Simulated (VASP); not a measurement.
# Ga (Cmcm) in VASP: further runs, part 3 of 3

VASP 6.6.1. Earlier steps stand in the parts before.

### 6 Electric field gradients, LDA (equal xx and yy strain of +1 %)

INCAR

```
SYSTEM = Ga
ALGO = Normal
EDIFF = 1E-8
ENCUT = 520
GGA = CA
ISIF = 2
ISMEAR = -1
LASPH = .True.
LCHARG = .False.
LEFG = .True.
LREAL = .False.
LWAVE = .False.
NBANDS = 20
NELM = 60
PREC = Accurate
SIGMA = 0.08
```

KPOINTS

```
k-points
0
Gamma
  12 12 10
  0 0 0
```

POSCAR

```
Ga
1.0
    1.4645000000     -4.1056500000      0.0000000000
    1.4645000000      4.1056500000      0.0000000000
    0.0000000000      0.0000000000      3.1700000000
Ga
2
Direct
    0.8670000000      0.1330000000      0.2500000000
    0.1330000000      0.8670000000      0.7500000000
```

Potentials or basis: VASP PAW LDA potentials, release 64 (Ga_d).

Command:

```sh
cat potpaw_LDA.64/Ga_d/POTCAR > POTCAR
mpirun -np 1 vasp_std > vasp.out
```

OUTCAR:

```text
SYSTEM = Ga
   EDIFF = 1E-8
   ENCUT = 520
   GGA = CA
   ISIF = 2
   ISMEAR = -1
   LASPH = .True.
   LREAL = .False.
   NELM = 60
   PREC = Accurate

 ion  position               nearest neighbor table
   1  0.867  0.133  0.250-   2 2.70   2 2.70   2 2.89   2 2.89   2 2.89   2 2.89
   2  0.133  0.867  0.750-   1 2.70   1 2.70   1 2.89   1 2.89   1 2.89   1 2.89

  LATTYP: Found a base centered orthorhombic cell.
 ALAT       =     2.9290000000
 B/A-ratio  =     2.8034482759
 C/A-ratio  =     1.0822806419

  Lattice vectors:

 A1 = (   1.4645000000,  -4.1056500000,   0.0000000000)
 A2 = (   1.4645000000,   4.1056500000,   0.0000000000)
 A3 = (   0.0000000000,   0.0000000000,   3.1700000000)

Analysis of symmetry for initial positions (statically):
=====================================================================
 Subroutine PRICEL returns:
 Original cell was already a primitive cell.

 Routine SETGRP: Setting up the symmetry group for a
 base centered orthorhombic supercell.

 Subroutine GETGRP returns: Found  8 space group operations
 (whereof  4 operations were pure point group operations)
 out of a pool of  8 trial point group operations.

The static configuration has the point symmetry C_2h.
 The point group associated with its full space group is D_2h.

Analysis of symmetry for dynamics (positions and initial velocities):
=====================================================================
 Subroutine PRICEL returns:
 Original cell was already a primitive cell.

 Routine SETGRP: Setting up the symmetry group for a
 base centered orthorhombic supercell.

 Subroutine GETGRP returns: Found  8 space group operations
 (whereof  4 operations were pure point group operations)
[... 160 lines left out ...]
      2     -10.0085      2.00000
      3      -9.9445      2.00000
      4      -9.9261      2.00000
      5      -9.7531      2.00000
      6      -9.7363      2.00000
[... 541 lines left out ...]
     19      15.7868      0.00000
     20      17.6467      0.00000

 [... further k-points ...]

------------------------ aborting loop because EDIFF is reached ----------------------------------------

  FORCE on cell =-STRESS in cart. coord.  units (eV):
  Direction    XX          YY          ZZ          XY          YZ          ZX
  --------------------------------------------------------------------------------------
  -------------------------------------------------------------------------------------
  Total       -1.5578451     -0.8971028     -0.7805248      0.0000000      0.0000000      0.0000000
  in kB      -65.4748193    -37.7044184    -32.8047495      0.0000000      0.0000000      0.0000000
  external PRESSURE =     -45.3279957 kB  Pullay stress =       0.0000000 kB

 VOLUME and BASIS-vectors are now :
 -----------------------------------------------------------------------------
  energy-cutoff  :      520.00
  volume of cell :       38.12
      direct lattice vectors                 reciprocal lattice vectors
     1.464500000 -4.105650000  0.000000000     0.341413452 -0.121783396  0.000000000
     1.464500000  4.105650000  0.000000000     0.341413452  0.121783396  0.000000000
     0.000000000  0.000000000  3.170000000     0.000000000  0.000000000  0.315457413

 POSITION                                       TOTAL-FORCE (eV/Angst)
 -----------------------------------------------------------------------------------
      1.46450     -3.01355      0.79250         0.000000      0.172986     -0.000000
      1.46450      3.01355      2.37750         0.000000     -0.172986      0.000000
 -----------------------------------------------------------------------------------
    total drift:                                0.000000      0.000000     -0.000000

  FREE ENERGIE OF THE ION-ELECTRON SYSTEM (eV)
  ---------------------------------------------------
  free  energy   TOTEN  =        -7.0866583530 eV

  energy  without entropy=       -7.0695471462  energy(sigma->0) =       -7.07810275

 Electric field gradients (V/A^2)
---------------------------------------------------------------------
 ion       V_xx      V_yy      V_zz      V_xy      V_xz      V_yz
---------------------------------------------------------------------
   1      11.648   -27.161    15.513    -0.000     0.000    -0.000
   2      11.648   -27.161    15.513     0.000     0.000     0.000
---------------------------------------------------------------------

 Electric field gradients after diagonalization (V/A^2)
 (convention: |V_zz| > |V_xx| > |V_yy|)
----------------------------------------------------------------------
 ion       V_xx      V_yy      V_zz     asymmetry (V_yy - V_xx)/ V_zz
----------------------------------------------------------------------
   1      15.513    11.648   -27.161       0.142
   2      15.513    11.648   -27.161       0.142
----------------------------------------------------------------------

           NMR quadrupolar parameters

 Cq : quadrupolar parameter    Cq=e*Q*V_zz/h
 eta: asymmetry parameters     (V_yy - V_xx)/ V_zz
 Q  : nuclear electric quadrupole moment in mb (millibarn)
----------------------------------------------------------------------
 ion       Cq(MHz)       eta       Q (mb)
----------------------------------------------------------------------
   1      -0.066       0.142       1.000
   2      -0.066       0.142       1.000
----------------------------------------------------------------------
```

Wall time 51 s (1 thread of Intel Xeon 6975P-C (Granite Rapids), shared host); peak memory 0.26 GiB.

What came out:

- Free energy: -7.0867 eV
- Pressure: -4.5 GPa
- Largest force: 0.173 eV/Å
- Band gap on the k mesh: zero (bands 13 and 14 overlap by 9.28 eV)
- Largest electric field gradient by atom: Ga -27.2 V/Å²

Forces on the atoms (eV/Å):
```
Ga   0.000  0.173  0.000
Ga   0.000 -0.173  0.000
```

Levels at points of the mesh, in eV from the Fermi level:
```
           k point  band 9  band 10  band 11  band 12  band 13  band 14  band 15  band 16  band 17  band 18
(0.00, 0.00, 0.00)  -14.90   -14.74   -11.09    -2.24    -1.75     3.01     6.79     7.52     8.45    10.22
(0.50, 0.00, 0.00)  -14.81   -14.80    -6.73    -5.35    -1.74    -0.53     6.26     6.67     8.65     9.24
(0.50, 0.50, 0.00)  -14.85   -14.81    -9.11    -8.49     5.19     5.55     5.89     7.00     7.10     9.25
(0.00, 0.00, 0.50)  -14.82   -14.82    -7.28    -7.28     1.85     1.85     2.39     2.39     9.98     9.98
(0.50, 0.00, 0.50)  -14.79   -14.79    -3.09    -3.09    -1.55    -1.55     1.83     1.83     4.21     4.21
(0.50, 0.50, 0.50)  -14.86   -14.86    -5.55    -5.55    -4.09    -4.09     9.29     9.29    11.04    11.04
```

Electric field gradients, principal values (V/Å²):
```
atom   least  middle  greatest (by size)
1 Ga  11.648  15.513             -27.161
2 Ga  11.648  15.513             -27.161
```

Caveat: the cell differs from its parent crystal (equal xx and yy strain of +1 %); the cell stands under tension; without QUAD_EFG the Cq values of the log hold for a quadrupole moment of 1 mb, not for the nuclei.

### 7 The runs side by side

```tsv
cell	gap on the mesh (eV)	pressure (GPa)	largest force (eV/Å)
a = 4.301, b = 4.301, c = 3.159 Å, angles 90.0, 90.0, 140.7°, 2 atoms	none	-3.3	0.19
a = 4.344, b = 4.344, c = 3.191 Å, angles 90.0, 90.0, 140.7°, 2 atoms	none	-4.6	0.17
a = 4.273, b = 4.273, c = 3.170 Å, angles 90.0, 90.0, 140.7°, 2 atoms	none	-2.9	0.19
a = 4.359, b = 4.359, c = 3.170 Å, angles 90.0, 90.0, 140.7°, 2 atoms	none	-4.5	0.17
```

Alike in all rows: task electric field gradients; level LDA; potentials or basis VASP PAW LDA potentials, release 64 (Ga_d); no spin polarisation; k mesh 12 × 12 × 10; cutoff (eV) 520; smearing fermi-dirac 0.08 eV.

Caveats: the cell stands under tension (at least some runs).

Absolute energies hang on the potentials; compare differences alone.
